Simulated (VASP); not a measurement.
Mg: single point with LDA

The system is Mg.

```
Mg
1.0
     3.52198    0.00000    0.00000
    -1.76099    3.05013    0.00000
     0.00000    0.00000   15.37719
Mg
5
Cartesian
  0.0000 0.0000 12.4123
  1.7610 1.0167 10.0584
  0.0000 0.0000 7.6886
  1.7610 1.0167 5.3188
  0.0000 0.0000 2.9649
```

```json
{
  "Program": "VASP 6.6.1",
  "Task": "single point",
  "Functional": "LDA",
  "Potentials or basis": "VASP PAW LDA potentials, release 64 (Mg)",
  "Cutoff": "520 eV",
  "k mesh": "8 × 8 × 2",
  "Occupations": "gaussian, width 0.1 eV",
  "Spin": "no spin polarisation",
  "Dipole correction": "no",
  "Further INCAR settings": "ALGO = Normal; EDIFF = 1e-07; NBANDS = 13"
}
```

The pressure is -3.6 GPa. The largest force is 0.052 eV/Å and the band gap on the k mesh is zero (band 5 reaches 1.08 eV, above the bottom of band 6 at 0.22 eV).

Forces on the atoms (eV/Å):
```
Mg   0.000  0.000  0.052
Mg   0.000  0.000  0.000
Mg   0.000  0.000  0.000
Mg   0.000  0.000  0.000
Mg   0.000  0.000 -0.052
```

Stress tensor (GPa, compression positive):
```
-5.20  0.00  0.00
 0.00 -5.20  0.00
 0.00  0.00 -0.36
```

Levels at points of the mesh, in eV from the Fermi level:
| k point | band 1 | band 2 | band 3 | band 4 | band 5 | band 6 | band 7 | band 8 | band 9 | band 10 |
| --- | --- | --- | --- | --- | --- | --- | --- | --- | --- | --- |
| (0.00, 0.00, 0.00) | -6.35 | -5.70 | -4.69 | -3.21 | -1.71 | 0.07 | 1.54 | 4.87 | 4.92 | 8.05 |
| (0.50, 0.00, 0.00) | -2.55 | -2.22 | -1.92 | -1.60 | -0.95 | -0.57 | 0.59 | 0.81 | 1.99 | 2.39 |
| (0.00, 0.00, 0.50) | -6.35 | -5.71 | -4.66 | -3.30 | -1.42 | -0.45 | 2.58 | 3.03 | 7.23 | 7.31 |
| (0.50, 0.00, 0.50) | -2.55 | -2.22 | -1.93 | -1.61 | -0.92 | -0.53 | 0.49 | 0.74 | 2.30 | 2.63 |

It took 40 s on 1 thread of Intel(R) Xeon(R) Platinum 8488C (Sapphire Rapids), with other jobs on the host, peak memory 0.23 GiB.
